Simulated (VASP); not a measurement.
F, 4 atoms in the cell. The structure is monoclinic, space group C2/m (No. 12). The conventional cell has a = 5.189 Å, b = 2.996 Å, c = 7.014 Å, α = 90.00°, β = 107.54°, γ = 90.00°. Within 1.8 Å of F (site symmetry m) lie 1 F at 1.35 Å. Within 1.8 Å of F (site symmetry m) lie 1 F at 1.35 Å. 

| Property | Result |
| --- | --- |
| Program | VASP 6.6.1 |
| Task | single point |
| Functional | PBE |
| Potentials or basis | VASP PAW PBE potentials, release 64 (F) |
| Cutoff | 600 eV |
| k mesh | 4 × 4 × 2 |
| Occupations | gaussian, width 0.01 eV |
| Spin | no spin polarisation |
| Dipole correction | no |
| Further INCAR settings | ALGO = Normal; EDIFF = 1e-06; NBANDS = 22 |

Potentials or basis: VASP PAW PBE potentials, release 64 (F).

Run with:

```bash
$ cat potpaw_PBE.64/F/POTCAR > POTCAR
$ mpirun -np 1 vasp_std > vasp.out
```

Hardware: 1 thread of Intel Xeon 8259CL (shared host).

**Question.** How long does it take, and how much memory?

**Answer.** Run time: 13 s on 1 thread of Intel Xeon 8259CL (shared host), peak memory 0.14 GiB. Counts: scf iterations 12, k points 14.
